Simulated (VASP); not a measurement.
Crystal: LiF.

```
CELL_PARAMETERS angstrom
0.00000 2.04171 2.04171
2.04171 0.00000 2.04171
2.04171 2.04171 0.00000
ATOMIC_POSITIONS crystal
Li 0.00000 0.00000 0.00000
F 0.50000 0.50000 0.50000
```

Base run:

| Property | Result |
| --- | --- |
| Program | VASP 6.6.1 |
| Functional | r2SCAN |
| Potentials or basis | VASP PAW PBE potentials, release 64 (Li_sv, F) |
| Cutoff | 520 eV |
| k mesh | 10 × 10 × 10 |
| Occupations | gaussian, width 0.1 eV |
| Spin | no spin polarisation |

Its results: band gap on the k mesh 9.88 eV, direct.

Question: The run is repeated on the same cell with these changes: functional from r2SCAN to BLYP; cutoff from 520 eV to 750 eV. What comes out?

Answer: Band gap on the k mesh 8.91 eV, direct.

r2SCAN gives the wider gap, since meta-GGAs in the generalised Kohn-Sham scheme recover part of the derivative discontinuity.

A k mesh can miss the band edges.
